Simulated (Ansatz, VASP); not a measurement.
**Ca: VASP beside Ansatz**

Contents of INCAR:

```
ALGO = Fast
EDIFF = 1E-6
ENCUT = 520
GGA = PS
ISIF = 2
ISMEAR = 0
LASPH = True
LCHARG = False
LREAL = False
LWAVE = False
NBANDS = 11
NELM = 60
PREC = Accurate
SIGMA = 0.15
```

The input KPOINTS:

```
k-points
0
Gamma
  16 16 16
```

The input POSCAR:

```
Ca
1.0
   -2.3646945100      2.3646945100      2.0099903335
    2.3646945100     -2.3646945100      2.0099903335
    2.3646945100      2.3646945100     -2.0099903335
Ca
1
Direct
    0.0000000000      0.0000000000      0.0000000000
```

Input for Ansatz:

```yaml
crystal:
  lattice:
    - [-2.36469451, 2.36469451, 2.0099903335]
    - [2.36469451, -2.36469451, 2.0099903335]
    - [2.36469451, 2.36469451, -2.0099903335]
  atoms:
    - { symbol: Ca, position: [0.0, 0.0, 0.0] }
basis:
  ecutwfc: 420
kpoints:
  mp_grid: { grid: [16, 16, 16] }
hamiltonian:
  xc: pbesol
scf:
  occupations: { method: gaussian, width: 0.15 }
output:
  forces: true
  stress: true
  eigenvalues: true
  write_density: true
  write_potential: true
  elf: true
  volumetric_format: npy
```

Alike in both runs: task single point; functional PBEsol; k mesh 16 × 16 × 16; occupations gaussian, width 0.15 eV; no spin polarisation.

|  | VASP | Ansatz |
| --- | --- | --- |
| version | VASP 6.6.1 | Ansatz 0.2.0 |
| potentials or method | VASP PAW PBE potentials, release 64 (Ca_sv), cutoff 520 eV | scalar-relativistic, plane waves, PAW |
| valence electrons in the cell | 10 | 10 |

```csv
,VASP,Ansatz,Ansatz less VASP
gap on the k mesh at the Fermi level (eV),none,none,-
pressure (GPa),-1.5,-1.5,-0.01
"traceless stress, the component that is largest in VASP (GPa)",0.73,0.73,-0.001
```

VASP's potentials were made for PBE, not for PBEsol. A gap of «none» marks a metal or a gap that the smearing closes.
